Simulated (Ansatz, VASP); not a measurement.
Two plane-wave programs on InP

File INCAR:

```
ALGO = Normal
EDIFF = 1E-7
ENCUT = 520
GGA = PE
ISIF = 2
ISMEAR = 0
LASPH = True
LCHARG = False
LREAL = False
LWAVE = False
NBANDS = 16
NELM = 100
PREC = Accurate
SIGMA = 0.15
```

Contents of KPOINTS:

```
k-points
0
Gamma
  18 18 18
```

Contents of POSCAR:

```
InP
1.0
    0.0000000000      2.7885819814      2.7333172811
    2.7885819814      0.0000000000      2.7333172811
    2.7885819814      2.7885819814      0.0000000000
In P
1 1
Direct
    0.0000000000      0.0000000000      0.0000000000
    0.5000000000      0.5000000000      0.5000000000
```

Input for Ansatz:

```yaml
crystal:
  lattice:
    - [0.0, 2.7885819814, 2.7333172811]
    - [2.7885819814, 0.0, 2.7333172811]
    - [2.7885819814, 2.7885819814, 0.0]
  atoms:
    - { symbol: In, position: [0.0, 0.0, 0.0] }
    - { symbol: P, position: [0.5, 0.5, 0.5] }
basis:
  ecutwfc: 420
kpoints:
  mp_grid: { grid: [18, 18, 18] }
hamiltonian:
  xc: pbe
scf:
  occupations: { method: gaussian, width: 0.15 }
output:
  forces: true
  stress: true
  eigenvalues: true
  write_density: true
  write_potential: true
  elf: true
  volumetric_format: npy
```

Change from the starting cell: strain +e along x and -e along y +0.0000, strain +e along z and -e/2 along x and y -0.0133.

Alike in both runs: task single point; functional PBE; k mesh 18 × 18 × 18; occupations gaussian, width 0.15 eV; no spin polarisation.

|  | VASP | Ansatz |
| --- | --- | --- |
| version | VASP 6.6.1 | Ansatz 0.2.0 |
| potentials or method | VASP PAW PBE potentials, release 64 (In_d, P), cutoff 520 eV | scalar-relativistic, plane waves, PAW |
| valence electrons in the cell | 18 | 18 |

```tsv
	VASP	Ansatz	Ansatz less VASP
gap on the k mesh at the Fermi level (eV)	none	none	-
pressure (GPa)	0.0	0.1	+0.03
traceless stress, the component that is largest in VASP (GPa)	1.52	1.53	+0.005
```

A gap of «none» marks a metal or a gap that the smearing closes. With one functional, cell and mesh, what is left measures potentials, basis and numerics.
